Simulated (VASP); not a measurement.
Pd, 1 atom in the cell. Symmetry: Pm-3m, No. 221, cubic system. Conventional cell: a = 2.004 Å, b = 2.004 Å, c = 2.004 Å, α = 90.00°, β = 90.00°, γ = 90.00°. Pd (site symmetry m-3m) has 6 Pd at 2.00 Å within 2.7 Å.  This cell differs from its parent crystal: volume scaled by 0.45.

```yaml
Program: VASP 6.6.1
Task: density of states
Functional: PBE
Potentials_or_basis: VASP PAW PBE potentials, release 64 (Pd)
Cutoff: 520 eV
k_mesh: 15 × 15 × 15
Occupations: fermi-dirac, width 0.08 eV
Spin: no spin polarisation
Dipole_correction: no
k_mesh_for_the_DOS: 23 × 23 × 23
Occupations_for_the_DOS: tetrahedron
Further_INCAR_settings: ALGO = Normal; EDIFF = 1e-07
```

Potentials or basis: VASP PAW PBE potentials, release 64 (Pd).

The run is started by

```bash
$ cat potpaw_PBE.64/Pd/POTCAR > POTCAR
$ cp INCAR.step1 INCAR
$ cp KPOINTS.step1 KPOINTS
$ mpirun -np 1 vasp_std > vasp.out
$ cp INCAR.step2 INCAR
$ cp KPOINTS.step2 KPOINTS
$ mpirun -np 1 vasp_std > vasp.out
```

Hardware: 1 thread of Intel(R) Xeon(R) 6975P-C (Granite Rapids) (shared host).

Task: Estimate the wall time of this run.

Result: Wall time 9.3 s on 1 thread of Intel(R) Xeon(R) 6975P-C (Granite Rapids), with other jobs on the host, peak memory 0.14 GiB. Counts: k points 364.
